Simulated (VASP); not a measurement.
# GaN (Fm-3m) in VASP: vibrations by perturbation theory with LDA

Aim: the vibrations by perturbation theory of GaN with LDA.

Everything below comes from runs of VASP 6.6.1. Logs are shortened: lines on timing, memory, paths and dates and some standing lists are left out, and cuts for length are marked.

### Step 1. The cell of the first run

It takes space group Fm-3m (No. 225, cubic). The conventional cell has a = 4.270 Å, b = 4.270 Å, c = 4.270 Å, α = 90.00°, β = 90.00°, γ = 90.00°. Ga (site symmetry m-3m) has 6 N at 2.14 Å within 2.8 Å. Within 2.8 Å of N (site symmetry m-3m) lie 6 Ga at 2.14 Å.

### Step 2. Vibrations by perturbation theory, LDA

Contents of INCAR:

```
  ALGO = Normal
  EDIFF = 1E-8
  ENCUT = 520
  GGA = CA
  IBRION = 8
  ISIF = 2
  ISMEAR = 1
  LASPH = True
  LCHARG = False
  LREAL = False
  LWAVE = False
  NBANDS = 16
  NELM = 60
  NSW = 1
  PREC = Accurate
  SIGMA = 0.1
```

Contents of KPOINTS:

```
k-points
0
Gamma
  8 8 8
```

Contents of POSCAR:

```
GaN
1.0
    0.0000000000      2.1352350000      2.1352350000
    2.1352350000      0.0000000000      2.1352350000
    2.1352350000      2.1352350000      0.0000000000
Ga N
1 1
Direct
    0.0000000000      0.0000000000      0.0000000000
    0.5000000000      0.5000000000      0.5000000000
```

Potentials or basis: VASP PAW LDA potentials, release 64 (Ga_d, N).

On the command line:

```
$ cat potpaw_LDA.64/Ga_d/POTCAR potpaw_LDA.64/N/POTCAR > POTCAR
$ mpirun -np 1 vasp_std > vasp.out
```

OUTCAR:

```text
EDIFF = 1E-8
   ENCUT = 520
   GGA = CA
   IBRION = 8
   ISIF = 2
   ISMEAR = 1
   LASPH = True
   LREAL = False
   NELM = 60
   NSW = 1
   PREC = Accurate

 ion  position               nearest neighbor table
   1  0.000  0.000  0.000-   2 2.14   2 2.14   2 2.14   2 2.14   2 2.14   2 2.14
   2  0.500  0.500  0.500-   1 2.14   1 2.14   1 2.14   1 2.14   1 2.14   1 2.14

  LATTYP: Found a face centered cubic cell.
 ALAT       =     4.2704700000

  Lattice vectors:

 A1 = (   0.0000000000,   2.1352350000,   2.1352350000)
 A2 = (   2.1352350000,   0.0000000000,   2.1352350000)
 A3 = (   2.1352350000,   2.1352350000,   0.0000000000)

Analysis of symmetry for initial positions (statically):
=====================================================================
 Subroutine PRICEL returns:
 Original cell was already a primitive cell.

 Routine SETGRP: Setting up the symmetry group for a
 face centered cubic supercell.

 Subroutine GETGRP returns: Found 48 space group operations
 (whereof 48 operations were pure point group operations)
 out of a pool of 48 trial point group operations.

The static configuration has the point symmetry O_h .

Analysis of symmetry for dynamics (positions and initial velocities):
=====================================================================
 Subroutine PRICEL returns:
 Original cell was already a primitive cell.

 Routine SETGRP: Setting up the symmetry group for a
 face centered cubic supercell.

 Subroutine GETGRP returns: Found 48 space group operations
 (whereof 48 operations were pure point group operations)
 out of a pool of 48 trial point group operations.

The dynamic configuration has the point symmetry O_h .

 Subroutine INISYM returns: Found 48 space group operations
 (whereof 48 operations are pure point group operations),
 and found     1 'primitive' translations

----------------------------------------------------------------------------------------

                                     Primitive cell

  volume of cell :      19.4700

  direct lattice vectors                    reciprocal lattice vectors
     0.000000000  2.135235000  2.135235000    -0.234166263  0.234166263  0.234166263
     2.135235000  0.000000000  2.135235000     0.234166263 -0.234166263  0.234166263
     2.135235000  2.135235000  0.000000000     0.234166263  0.234166263 -0.234166263

  length of vectors
     3.019678296  3.019678296  3.019678296     0.405587864  0.405587864  0.405587864

  position of ions in fractional coordinates (direct lattice)
     0.000000000  0.000000000  0.000000000
     0.500000000  0.500000000  0.500000000

  ion indices of the primitive-cell ions
   primitive index   ion index
                 1           1
                 2           2

----------------------------------------------------------------------------------------

 KPOINTS: k-points

Automatic generation of k-mesh.
 Grid dimensions read from file:
 generate k-points for:    8    8    8

 Generating k-lattice:

  Cartesian coordinates                     Fractional coordinates (reciprocal lattice)
    -0.029270783  0.029270783  0.029270783     0.125000000  0.000000000  0.000000000
     0.029270783 -0.029270783  0.029270783     0.000000000  0.125000000  0.000000000
     0.029270783  0.029270783 -0.029270783     0.000000000  0.000000000  0.125000000

  Length of vectors
     0.050698483  0.050698483  0.050698483

  Shift w.r.t. Gamma in fractional coordinates (k-lattice)
     0.000000000  0.000000000  0.000000000

 Subroutine IBZKPT returns following result:
 ===========================================
[... 73 lines left out ...]
   GGA     = CA    functional components
   LHFCALC =     F    Hartree Fock is set to
   AEXX    =    0.0000 exact exchange contribution
   IVDW    =     0    specifies the selected vdW correction
   LEPSILON=     F    determine dielectric tensor
   LRPA    =     F    only Hartree local field effects (RPA)
 non-spin polarized calculation
 Methfessel and Paxton  Order N= 1 SIGMA  =   0.10
  energy-cutoff  :      520.00
  volume of cell :       19.47
 maximum number of plane-waves:       544
 NGX is ok and might be reduce to    24
   NGX = 11   NGY = 11   NGZ = 11

--------------------------------------- Ionic step        1  -------------------------------------------

 number of electron      18.0000005 magnetization

 Free energy of the ion-electron system (eV)
  ---------------------------------------------------
  ext. energy  EPLUGINS =         0.00000000
  ---------------------------------------------------
  free energy    TOTEN  =       -13.03636495 eV

  energy without entropy =      -13.03683498  energy(sigma->0) =      -13.03652163

 E-fermi :   7.3570     XC(G=0): -13.3025

 val. band max:        7.2759935930   @ k =  -0.2500   0.1250   0.0000
 cond. band min:       7.5143937207   @ k =   0.5000   0.5000   0.0000
 fundamental gap:      0.2384001277
 Fermi energy:         7.3570483275

 k-point     1 :       0.0000    0.0000    0.0000
  band No.  band energies     occupation
      1      -9.5987      2.00000
      2      -6.8159      2.00000
      3      -6.8159      2.00000
      4      -6.8159      2.00000
      5      -6.7262      2.00000
      6      -6.7262      2.00000
[... 433 lines left out ...]
      3      -6.8354      2.00000
      4      -6.7609      2.00000
      5      -6.6010      2.00000
      6      -5.0314      2.00000
[... 8 lines left out ...]
     15      25.8145      0.00000
     16      30.4072      0.00000

 [... further k-points ...]

------------------------ aborting loop because EDIFF is reached ----------------------------------------

  FORCE on cell =-STRESS in cart. coord.  units (eV):
  Direction    XX          YY          ZZ          XY          YZ          ZX
  --------------------------------------------------------------------------------------
  -------------------------------------------------------------------------------------
  Total       -1.5359084     -1.5359084     -1.5359084      0.0000000      0.0000000     -0.0000000
  in kB     -126.3888824   -126.3888824   -126.3888824      0.0000000      0.0000000     -0.0000000
  external PRESSURE =    -126.3888824 kB  Pullay stress =       0.0000000 kB

 VOLUME and BASIS-vectors are now :
 -----------------------------------------------------------------------------
  energy-cutoff  :      520.00
  volume of cell :       19.47
      direct lattice vectors                 reciprocal lattice vectors
     0.000000000  2.135235000  2.135235000    -0.234166263  0.234166263  0.234166263
     2.135235000  0.000000000  2.135235000     0.234166263 -0.234166263  0.234166263
     2.135235000  2.135235000  0.000000000     0.234166263  0.234166263 -0.234166263

 POSITION                                       TOTAL-FORCE (eV/Angst)
 -----------------------------------------------------------------------------------
      0.00000      0.00000      0.00000         0.000000      0.000000      0.000000
      2.13524      2.13524      2.13524        -0.000000     -0.000000     -0.000000
 -----------------------------------------------------------------------------------
    total drift:                                0.000000     -0.000000     -0.000000

  FREE ENERGIE OF THE ION-ELECTRON SYSTEM (eV)
  ---------------------------------------------------
  free  energy   TOTEN  =       -13.0363649457 eV

  energy  without entropy=      -13.0368349837  energy(sigma->0) =      -13.03652163

[... ionic steps 2 to 3 ...]

--------------------------------------- Ionic step        4  -------------------------------------------

------------------------ aborting loop because EDIFF is reached ----------------------------------------

[... ionic steps 5 to 6 ...]

--------------------------------------- Ionic step        7  -------------------------------------------

 Free energy of the ion-electron system (eV)
  ---------------------------------------------------
  ---------------------------------------------------
  free energy    TOTEN  =        -0.22673536 eV

  energy without entropy =       -0.22673536

------------------------ aborting loop because EDIFF is reached ----------------------------------------

 INTERNAL STRAIN TENSOR  FOR ION    2  DIRECTION 1   (eV/Angst):
 -----------------------------------------------------------------------------
    -0.10031 -0.00000  0.00000
     0.00000  0.01811  0.00000
    -0.00000  0.00000  0.01811

 INTERNAL STRAIN TENSOR FOR ION    2 for displacements in x,y,z  (eV/Angst):
          X           Y           Z          XY          YZ          ZX
  --------------------------------------------------------------------------------
  x     0.00000     0.00000     0.00000     0.00000     0.00000     0.00000
  y     0.00000     0.00000     0.00000     0.00000     0.00000     0.00000
  z     0.00000     0.00000     0.00000     0.00000     0.00000     0.00000

 SECOND DERIVATIVES (NOT SYMMETRIZED)
 ------------------------------------
               1X          1Y          1Z          2X          2Y          2Z
  1X    -1.272033    0.000000    0.000000    1.272033    0.000000    0.000000
  1Y     0.000000   -1.272033    0.000000    0.000000    1.272033    0.000000
  1Z     0.000000    0.000000   -1.272033    0.000000    0.000000    1.272033
  2X     1.250331    0.000000    0.000000   -1.250331    0.000000    0.000000
  2Y     0.000000    1.250331    0.000000    0.000000   -1.250331    0.000000
  2Z     0.000000    0.000000    1.250331    0.000000    0.000000   -1.250331

 Eigenvectors and eigenvalues of the dynamical matrix
 ----------------------------------------------------

   1 f  =    5.126870 THz    32.213074 2PiTHz  171.013973 cm-1    21.203021 meV
             X         Y         Z           dx          dy          dz
      0.000000  0.000000  0.000000    -0.411880    0.000000    0.000000
      2.135235  2.135235  2.135235     0.911238    0.000000    0.000000
[... 21 lines left out ...]
   6 f/i=    0.016555 THz     0.104020 2PiTHz    0.552227 cm-1     0.068467 meV
             X         Y         Z           dx          dy          dz
      0.000000  0.000000  0.000000     0.000000    0.000000    0.911238
      2.135235  2.135235  2.135235     0.000000    0.000000    0.411880

--------------------------------------------------------------------------------------------------------

 ELASTIC MODULI CONTR FROM IONIC RELAXATION (kBar)
 Direction    XX          YY          ZZ          XY          YZ          ZX
 --------------------------------------------------------------------------------
 XX           0.0000      0.0000      0.0000      0.0000      0.0000      0.0000
 YY           0.0000      0.0000      0.0000      0.0000      0.0000      0.0000
 ZZ           0.0000      0.0000      0.0000      0.0000      0.0000      0.0000
 XY           0.0000      0.0000      0.0000      0.0000      0.0000      0.0000
 YZ           0.0000      0.0000      0.0000      0.0000      0.0000      0.0000
 ZX           0.0000      0.0000      0.0000      0.0000      0.0000      0.0000
 --------------------------------------------------------------------------------
```

Run time: 94 s. Hardware: 1 thread of AMD EPYC 7R13 (Zen 3), shared host; peak memory 0.14 GiB.

What came out:

| Quantity | Value |
| --- | --- |
| Highest phonon frequency at Γ, LO-TO splitting left out | 171 cm⁻¹ |

Phonon frequencies in cm⁻¹ (negative: imaginary):
| q point | frequencies |
| --- | --- |
| (0.000, 0.000, 0.000) | -1 -1 -1 171 171 171 |

Caveat: the cell wasn't relaxed at this level first, which shifts response properties.
